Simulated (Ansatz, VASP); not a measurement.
## One calculation of PbS, two programs

INCAR

```
SYSTEM = PbS
ALGO = Normal
EDIFF = 1E-8
ENCUT = 520
GGA = CA
ISIF = 2
ISMEAR = -1
LASPH = .True.
LCHARG = .False.
LEFG = .True.
LREAL = .False.
LWAVE = .False.
NBANDS = 17
NELM = 80
PREC = Accurate
SIGMA = 0.01
```

Contents of KPOINTS:

```
k-points
0
Gamma
  8 8 8
  0 0 0
```

File POSCAR:

```
PbS
1.0
    0.0000000000      2.9400828556      2.9400828556
    2.9400828556      0.0000000000      2.9400828556
    2.9400828556      2.9400828556      0.0000000000
Pb S
1 1
Direct
    0.0000000000      0.0000000000      0.0000000000
    0.5000000000      0.5000000000      0.5000000000
```

Input for Ansatz:

```yaml
crystal:
  lattice:
    - [0.0, 2.9400828556, 2.9400828556]
    - [2.9400828556, 0.0, 2.9400828556]
    - [2.9400828556, 2.9400828556, 0.0]
  atoms:
    - { symbol: Pb, position: [0.0, 0.0, 0.0] }
    - { symbol: S, position: [0.5, 0.5, 0.5] }
kpoints:
  mp_grid: { grid: [8, 8, 8] }
scf:
  occupations: { method: fermi_dirac, width: 0.01 }
hamiltonian:
  xc: lda
  pseudopotentials: { kind: paw }
output:
  forces: true
  stress: true
  eigenvalues: true
  efg: { contact_densities: true }
```

Change from the starting cell: volume scaled by 0.975, PAW files.

Alike in both runs: task electric field gradients; functional LDA; k mesh 8 × 8 × 8; occupations fermi-dirac, width 0.01 eV; no spin polarisation.

|  | VASP | Ansatz |
| --- | --- | --- |
| version | VASP 6.6.1 | Ansatz 0.2.0 |
| potentials or method | VASP PAW LDA potentials, release 64 (Pb_d, S) | PAW with Ansatz's default frozen-core files, scalar-relativistic |
| plane-wave cutoff (eV) | 520 | 420 |
| valence electrons in the cell | 20 | 20 |

VASP gave:

| Item | Value |
| --- | --- |
| pressure (GPa) | -1.0 |

Question: Estimate Ansatz's values.

Answer: Pressure (GPa): -1.1.

LDA's correlation is that of Perdew and Zunger in VASP and of Perdew and Wang (1992) in Ansatz.

Neither program's run includes spin-orbit coupling.
